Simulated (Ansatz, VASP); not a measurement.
**One calculation of AlNi, two programs**

INCAR

```
SYSTEM = AlNi
PREC = Accurate
ENCUT = 520
EDIFF = 1E-7
ISMEAR = 0
SIGMA = 0.15
LREAL = .False.
LASPH = .True.
NELM = 80
ALGO = Fast
ISIF = 2
LWAVE = .False.
LCHARG = .False.
GGA = PS
NBANDS = 14
```

The input KPOINTS:

```
Automatic mesh
0
Gamma
  20 20 20
  0 0 0
```

Contents of POSCAR:

```
AlNi
1.0
    2.8621655516      0.0000000000      0.0000000000
    0.0000000000      2.8621655516      0.0000000000
    0.0000000000      0.0000000000      2.8621655516
Al Ni
1 1
Direct
    0.0000000000      0.0000000000      0.0000000000
    0.4621778777      0.4621778777      0.4621778777
```

Input for Ansatz:

```yaml
crystal:
  lattice:
    - [2.8621655516, 0.0, 0.0]
    - [0.0, 2.8621655516, 0.0]
    - [0.0, 0.0, 2.8621655516]
  atoms:
    - { symbol: Al, position: [0.0, 0.0, 0.0] }
    - { symbol: Ni, position: [0.4621778777, 0.4621778777, 0.4621778777] }
basis:
  ecutwfc: 420
kpoints:
  mp_grid: { grid: [20, 20, 20] }
hamiltonian:
  xc: pbesol
scf:
  occupations: { method: gaussian, width: 0.15 }
output:
  forces: true
  stress: true
  eigenvalues: true
```

Change from the starting cell: all Ni atoms moved +0.188 Å, as atom 2 towards its neighbour atom 1 (Al) at 2.479 Å.

Alike in both runs: task single point; functional PBEsol; k mesh 20 × 20 × 20; occupations gaussian, width 0.15 eV; no spin polarisation.

|  | VASP | Ansatz |
| --- | --- | --- |
| version | VASP 6.6.1 | Ansatz 0.2.0 |
| potentials or method | VASP PAW PBE potentials, release 64 (Al, Ni), cutoff 520 eV | scalar-relativistic, plane waves, PAW |
| valence electrons in the cell | 13 | 21 |

Ansatz gave:

| Property | Result |
| --- | --- |
| gap on the k mesh at the Fermi level (eV) | none |
| pressure (GPa) | 2.5 |
| traceless stress, the component that is largest in VASP (GPa) | 1.84 |
| rms of the force components (eV/Å) | 0.727 |

What did VASP give for the same quantities?

gap on the k mesh at the Fermi level (eV): none; pressure (GPa): 2.7; traceless stress, the component that is largest in VASP (GPa): 1.86; rms of the force components (eV/Å): 0.731.

VASP's potentials were made for PBE, not for PBEsol. Atom by atom the forces differ by 0.005 eV/Å (rms over components). A gap of «none» marks a metal or a gap that the smearing closes. VASP's potentials hold 13 valence electrons a cell and Ansatz's 21, so a difference there can come from the potentials and not from the codes.
